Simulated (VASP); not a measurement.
# NaH (Fm-3m) in VASP: further runs

The runs below take NaH through elastic constants, with PBEsol.

Everything below comes from runs of VASP 6.6.1. Logs are shortened: lines on timing, memory, paths and dates and some standing lists are left out, and cuts for length are marked.

### Step 1. The cell of the first run

It takes space group Fm-3m (No. 225, cubic). Conventional cell: a = 4.398 Å, b = 4.398 Å, c = 4.398 Å, α = 90.00°, β = 90.00°, γ = 90.00°. Na (site symmetry m-3m) has 6 H at 2.20 Å within 2.9 Å. Within 2.9 Å of H (site symmetry m-3m) lie 6 Na at 2.20 Å.

### Step 2. Elastic constants, PBEsol

File INCAR:

```
SYSTEM = NaH
ALGO = Normal
EDIFF = 1E-8
ENCUT = 600
GGA = PS
IBRION = 6
ISIF = 3
ISMEAR = 0
LASPH = .True.
LCHARG = .True.
LREAL = .False.
LWAVE = .False.
NELM = 60
NFREE = 2
NSW = 1
POTIM = 0.015
PREC = Accurate
SIGMA = 0.01
```

File KPOINTS:

```
k-points
0
Gamma
  8 8 8
  0 0 0
```

File POSCAR:

```
NaH
1.0
    0.0000000000      2.1989746742      2.1989746742
    2.1989746742      0.0000000000      2.1989746742
    2.1989746742      2.1989746742      0.0000000000
Na H
1 1
Direct
    0.0000000000      0.0000000000      0.0000000000
    0.5000000000      0.5000000000      0.5000000000
```

Potentials or basis: VASP PAW PBE potentials, release 64 (Na_pv, H).

The run is started by

```bash
$ cat potpaw_PBE.64/Na_pv/POTCAR potpaw_PBE.64/H/POTCAR > POTCAR
$ mpirun -np 1 vasp_std > vasp.out
```

OUTCAR:

```text
SYSTEM = NaH
   EDIFF = 1E-8
   ENCUT = 600
   GGA = PS
   IBRION = 6
   ISIF = 3
   ISMEAR = 0
   LASPH = .True.
   LREAL = .False.
   NELM = 60
   NFREE = 2
   NSW = 1
   POTIM = 0.015
   PREC = Accurate

 ion  position               nearest neighbor table
   1  0.000  0.000  0.000-
   2  0.500  0.500  0.500-

  LATTYP: Found a face centered cubic cell.
 ALAT       =     4.3979493484

  Lattice vectors:

 A1 = (   0.0000000000,   2.1989746742,   2.1989746742)
 A2 = (   2.1989746742,   0.0000000000,   2.1989746742)
 A3 = (   2.1989746742,   2.1989746742,   0.0000000000)

Analysis of symmetry for initial positions (statically):
=====================================================================
 Subroutine PRICEL returns:
 Original cell was already a primitive cell.

 Routine SETGRP: Setting up the symmetry group for a
 face centered cubic supercell.

 Subroutine GETGRP returns: Found 48 space group operations
 (whereof 48 operations were pure point group operations)
 out of a pool of 48 trial point group operations.

The static configuration has the point symmetry O_h .

Analysis of symmetry for dynamics (positions and initial velocities):
=====================================================================
 Subroutine PRICEL returns:
 Original cell was already a primitive cell.

 Routine SETGRP: Setting up the symmetry group for a
 face centered cubic supercell.

 Subroutine GETGRP returns: Found 48 space group operations
 (whereof 48 operations were pure point group operations)
 out of a pool of 48 trial point group operations.

The dynamic configuration has the point symmetry O_h .

 Subroutine INISYM returns: Found 48 space group operations
 (whereof 48 operations are pure point group operations),
 and found     1 'primitive' translations

----------------------------------------------------------------------------------------

                                     Primitive cell

  volume of cell :      21.2662

  direct lattice vectors                    reciprocal lattice vectors
     0.000000000  2.198974674  2.198974674    -0.227378699  0.227378699  0.227378699
     2.198974674  0.000000000  2.198974674     0.227378699 -0.227378699  0.227378699
     2.198974674  2.198974674  0.000000000     0.227378699  0.227378699 -0.227378699

  length of vectors
     3.109819808  3.109819808  3.109819808     0.393831459  0.393831459  0.393831459

  position of ions in fractional coordinates (direct lattice)
     0.000000000  0.000000000  0.000000000
     0.500000000  0.500000000  0.500000000

  ion indices of the primitive-cell ions
   primitive index   ion index
                 1           1
                 2           2

----------------------------------------------------------------------------------------

 KPOINTS: k-points

Automatic generation of k-mesh.
 Grid dimensions read from file:
 generate k-points for:    8    8    8

 Generating k-lattice:

  Cartesian coordinates                     Fractional coordinates (reciprocal lattice)
    -0.028422337  0.028422337  0.028422337     0.125000000  0.000000000  0.000000000
[... 100 lines left out ...]

 number of electron       8.0000003 magnetization

 Free energy of the ion-electron system (eV)
  ---------------------------------------------------
  ext. energy  EPLUGINS =         0.00000000
  ---------------------------------------------------
  free energy    TOTEN  =        -4.92391469 eV

  energy without entropy =       -4.92391469  energy(sigma->0) =       -4.92391469

------------------------ aborting loop because EDIFF is reached ----------------------------------------

  FORCE on cell =-STRESS in cart. coord.  units (eV):
  Direction    XX          YY          ZZ          XY          YZ          ZX
  --------------------------------------------------------------------------------------
  -------------------------------------------------------------------------------------
  Total        1.3418246      1.3418246      1.3418246     -0.0000000     -0.0000000      0.0000000
  in kB      101.0917350    101.0917350    101.0917350     -0.0000000     -0.0000000      0.0000000
  external PRESSURE =     101.0917350 kB  Pullay stress =       0.0000000 kB
[... 89 lines left out ...]
  FREE ENERGIE OF THE ION-ELECTRON SYSTEM (eV)
  ---------------------------------------------------
  free  energy   TOTEN  =        -4.9019277660 eV

  energy  without entropy=       -4.9019277660  energy(sigma->0) =       -4.90192777

[... ionic steps 4 to 14 ...]

--------------------------------------- Ionic step       15  -------------------------------------------

 number of electron       8.0000001 magnetization

------------------------ aborting loop because EDIFF is reached ----------------------------------------
[... 67 lines left out ...]
--------------------------------------- Ionic step       17  -------------------------------------------

 number of electron       8.0000002 magnetization

 Free energy of the ion-electron system (eV)
  ---------------------------------------------------
  ext. energy  EPLUGINS =         0.00000000
  ---------------------------------------------------
  free energy    TOTEN  =        -4.92366452 eV

  energy without entropy =       -4.92366452  energy(sigma->0) =       -4.92366452

 E-fermi :   0.0283     XC(G=0):  -8.9159

 val. band max:       -0.0279337420   @ k =   0.5000   0.2500  -0.2500
 cond. band min:       4.0030307415   @ k =   0.5000   0.0000   0.0000
 fundamental gap:      4.0309644835
 Fermi energy:         0.0282827833

 k-point     1 :       0.0000    0.0000    0.0000
  band No.  band energies     occupation
      1     -21.6188      2.00000
      2     -21.6188      2.00000
      3     -21.6188      2.00000
      4      -4.6196      2.00000
      5      13.1464      0.00000
      6      17.5761      0.00000
      7      17.5761      0.00000
      8      17.5772      0.00000
[... 243 lines left out ...]
 k-point    24 :      -0.3750    0.2500    0.1250
  band No.  band energies     occupation
      1     -21.8247      2.00000
      2     -21.7053      2.00000
      3     -21.6646      2.00000
      4      -0.6062      2.00000
      5       4.9379      0.00000
      6       8.7563      0.00000
      7      12.8058      0.00000
      8      17.6993      0.00000

 [... further k-points ...]
[... 5 lines left out ...]
  --------------------------------------------------------------------------------------
  -------------------------------------------------------------------------------------
  Total        1.3440910      1.3415065      1.3415065      0.0000000      0.0000000      0.0000000
  in kB      101.2624826    101.0677733    101.0677733      0.0000000      0.0000000      0.0000000
  external PRESSURE =     101.1326764 kB  Pullay stress =       0.0000000 kB
[... 17 lines left out ...]
  FREE ENERGIE OF THE ION-ELECTRON SYSTEM (eV)
  ---------------------------------------------------
  free  energy   TOTEN  =        -4.9236645215 eV

  energy  without entropy=       -4.9236645215  energy(sigma->0) =       -4.92366452

 INTERNAL STRAIN TENSORS FROM STRAINED CELLS
 ============================================

 INTERNAL STRAIN TENSOR FOR ION    1 for displacements in x,y,z  (eV/Angst):
          X           Y           Z          XY          YZ          ZX
  --------------------------------------------------------------------------------
  x     0.00000     0.00000    -0.00000     0.00000    -0.00000    -0.00000
  y    -0.00000     0.00000     0.00000    -0.00000     0.00000     0.00000
  z     0.00000     0.00000    -0.00000     0.00000    -0.00000     0.00000

 INTERNAL STRAIN TENSORS FROM DISPLACED ATOMS
 ============================================

 INTERNAL STRAIN TENSOR FOR ION    1 for displacements in x,y,z  (eV/Angst):
          X           Y           Z          XY          YZ          ZX
  --------------------------------------------------------------------------------
  x     0.00000     0.00000     0.00000     0.00000     0.00000     0.00000
  y     0.00000     0.00000     0.00000     0.00000     0.00000     0.00000
  z     0.00000     0.00000     0.00000     0.00000     0.00000     0.00000

 INTERNAL STRAIN TENSOR FOR ION    2 for displacements in x,y,z  (eV/Angst):
          X           Y           Z          XY          YZ          ZX
  --------------------------------------------------------------------------------
  x     0.00000     0.00000     0.00000     0.00000     0.00000     0.00000
  y     0.00000     0.00000     0.00000     0.00000     0.00000     0.00000
  z     0.00000     0.00000     0.00000     0.00000     0.00000     0.00000

 Eigenvectors and eigenvalues of the dynamical matrix
 ----------------------------------------------------

   1 f  =   23.820943 THz   149.671402 2PiTHz  794.581143 cm-1    98.515462 meV
             X         Y         Z           dx          dy          dz
      0.000000  0.000000  0.000000     0.000000    0.204502    0.000000
      2.198975  2.198975  2.198975     0.000000   -0.978866    0.000000
[... 21 lines left out ...]
   6 f/i=    0.008152 THz     0.051220 2PiTHz    0.271917 cm-1     0.033713 meV
             X         Y         Z           dx          dy          dz
      0.000000  0.000000  0.000000    -0.953037   -0.220321   -0.036856
      2.198975  2.198975  2.198975    -0.199105   -0.046029   -0.007700

--------------------------------------------------------------------------------------------------------

 ELASTIC MODULI CONTR FROM IONIC RELAXATION (kBar)
 Direction    XX          YY          ZZ          XY          YZ          ZX
 --------------------------------------------------------------------------------
 XX           0.0000      0.0000      0.0000      0.0000      0.0000      0.0000
 YY           0.0000      0.0000      0.0000      0.0000      0.0000      0.0000
 ZZ           0.0000      0.0000      0.0000      0.0000      0.0000      0.0000
 XY           0.0000      0.0000      0.0000      0.0000      0.0000      0.0000
 YZ           0.0000      0.0000      0.0000      0.0000      0.0000      0.0000
 ZX           0.0000      0.0000      0.0000      0.0000      0.0000      0.0000
 --------------------------------------------------------------------------------

 TOTAL ELASTIC MODULI (kBar)
 Direction    XX          YY          ZZ          XY          YZ          ZX
 --------------------------------------------------------------------------------
 XX        1099.3697    171.1483    171.1483     -0.0000      0.0000      0.0000
 YY         171.1483   1099.3697    171.1483     -0.0000      0.0000      0.0000
 ZZ         171.1483    171.1483   1099.3697      0.0000     -0.0000      0.0000
 XY          -0.0000     -0.0000      0.0000    260.5787      0.0000     -0.0000
 YZ           0.0000      0.0000     -0.0000      0.0000    260.5787      0.0000
 ZX           0.0000      0.0000      0.0000     -0.0000      0.0000    260.5787
 --------------------------------------------------------------------------------
```

Run time: 6.5 min. Hardware: 1 thread of Intel Xeon 8259CL, shared host; peak memory 0.21 GiB.

What came out:

| Quantity | Value |
| --- | --- |
| Elastic constants C11, C12, C44 | 110, 17, 26 GPa |
| Voigt bulk modulus | 48 GPa |
| Highest phonon frequency at Γ, LO-TO splitting left out | 795 cm⁻¹ |

Phonon frequencies in cm⁻¹ (negative: imaginary):
```tsv
q point	frequencies
(0.000, 0.000, 0.000)	0 0 0 795 795 795
```

Elastic tensor in Voigt notation (GPa, in the Cartesian axes of the cell as first typed):
```
110  17  17   0   0   0
 17 110  17   0   0   0
 17  17 110   0   0   0
  0   0   0  26   0   0
  0   0   0   0  26   0
  0   0   0   0   0  26
```

Clamped-ion elastic tensor (GPa):
```
110  17  17   0   0   0
 17 110  17   0   0   0
 17  17 110   0   0   0
  0   0   0  26   0   0
  0   0   0   0  26   0
  0   0   0   0   0  26
```

Caveat: the cell is under stress, which shifts elastic constants; the PAW data sets were made with another functional, which shifts forces and pressure a little.

### Step 3. Elastic constants, PBEsol

This run uses another cell than the first one, of 13.75 Å³/atom, 1.293 times its volume.

File INCAR:

```
PREC = Accurate
ENCUT = 600
EDIFF = 1E-8
ISMEAR = 0
SIGMA = 0.01
LREAL = False
LASPH = True
NELM = 100
ALGO = Normal
ISIF = 3
LWAVE = False
LCHARG = False
GGA = PS
IBRION = 6
NFREE = 2
POTIM = 0.015
NSW = 1
```

File KPOINTS:

```
regular mesh
0
Gamma
  8 8 8
```

File POSCAR:

```
NaH
1.0
    0.0000000000      2.3956745027      2.3956745027
    2.3956745027      0.0000000000      2.3956745027
    2.3956745027      2.3956745027      0.0000000000
Na H
1 1
Direct
    0.0000000000      0.0000000000      0.0000000000
    0.5000000000      0.5000000000      0.5000000000
```

Potentials or basis: VASP PAW PBE potentials, release 64 (Na_pv, H).

The run is started by

```bash
$ cat potpaw_PBE.64/Na_pv/POTCAR potpaw_PBE.64/H/POTCAR > POTCAR
$ mpirun -np 1 vasp_std > vasp.out
```

Run time: 5.2 min. Hardware: 1 thread of Intel Xeon 8259CL, shared host; peak memory 0.22 GiB.

The run converged. Its results:

| Property | Result |
| --- | --- |
| Elastic constants C11, C12, C44 | 48, 12, 22 GPa |
| Voigt bulk modulus | 24 GPa |
| Highest phonon frequency at Γ, LO-TO splitting left out | 525 cm⁻¹ |

Phonon frequencies in cm⁻¹ (negative: imaginary):
| q point | frequencies |
| --- | --- |
| (0.000, 0.000, 0.000) | -1 -1 -1 525 525 525 |

Elastic tensor in Voigt notation (GPa, in the Cartesian axes of the cell as first typed):
```
48 12 12  0  0  0
12 48 12  0  0  0
12 12 48  0  0  0
 0  0  0 22  0  0
 0  0  0  0 22  0
 0  0  0  0  0 22
```

Clamped-ion elastic tensor (GPa):
```
48 12 12  0  0  0
12 48 12  0  0  0
12 12 48  0  0  0
 0  0  0 22  0  0
 0  0  0  0 22  0
 0  0  0  0  0 22
```

Caveat: the PAW data sets were made with another functional, which shifts forces and pressure a little.
